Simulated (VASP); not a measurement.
Wanted: the native input for a VASP 6.6.1 run.

| Item | Value |
| --- | --- |
| Task | relaxation of cell and atoms |
| Functional | revPBE |
| Potentials or basis | VASP PAW PBE potentials, release 64 (Tc_pv) |
| Cutoff | 600 eV |
| k mesh | 12 × 12 × 12 |
| Occupations | fermi-dirac, width 0.05 eV |
| Spin | no spin polarisation |
| Dipole correction | no |
| Further INCAR settings | ALGO = Normal; EDIFF = 1e-06; IBRION = 2; EDIFFG = -0.01; NSW = 80; ISIF = 3 |

The structure of Tc lies in POSCAR:

```
Tc
1.0
    0.0000000000      1.9500000000      1.9500000000
    1.9500000000      0.0000000000      1.9500000000
    1.9500000000      1.9500000000      0.0000000000
Tc
1
Direct
    0.0000000000      0.0000000000      0.0000000000
```

The input as run:

INCAR

```
SYSTEM = Tc
ALGO = Normal ; EDIFF = 1E-6
EDIFFG = -0.01 ; ENCUT = 600
GGA = RE ; IBRION = 2
ISIF = 3 ; ISMEAR = -1
LASPH = .True. ; LCHARG = .False.
LREAL = .False. ; LWAVE = .False.
NELM = 100 ; NSW = 80
PREC = Accurate ; SIGMA = 0.05
```

KPOINTS

```
k-points
0
Gamma
  12 12 12
  0 0 0
```

Potentials or basis: VASP PAW PBE potentials, release 64 (Tc_pv).

Command:

```sh
$ cat potpaw_PBE.64/Tc_pv/POTCAR > POTCAR
$ mpirun -np 1 vasp_std > vasp.out
```

It gave:

```
Relaxed volume                         : 14.62 Å³/atom
Relaxed cell                           : a = 2.745 Å, b = 2.745 Å, c = 2.745 Å, α = 60.00°, β = 60.00°, γ = 60.00°
Space group after relaxing (to 0.05 Å) : Fm-3m (No. 225)
Energy gained by relaxing              : 2.7 meV/atom
Ionic steps                            : 3
Pressure after relaxing                : -0.1 GPa
```

Caveat: the PAW data sets were made with another functional, which shifts forces and pressure a little.

Wall time 9.4 s on 1 thread of Intel(R) Xeon(R) 6975P-C (Granite Rapids) (shared host), peak memory 0.15 GiB.
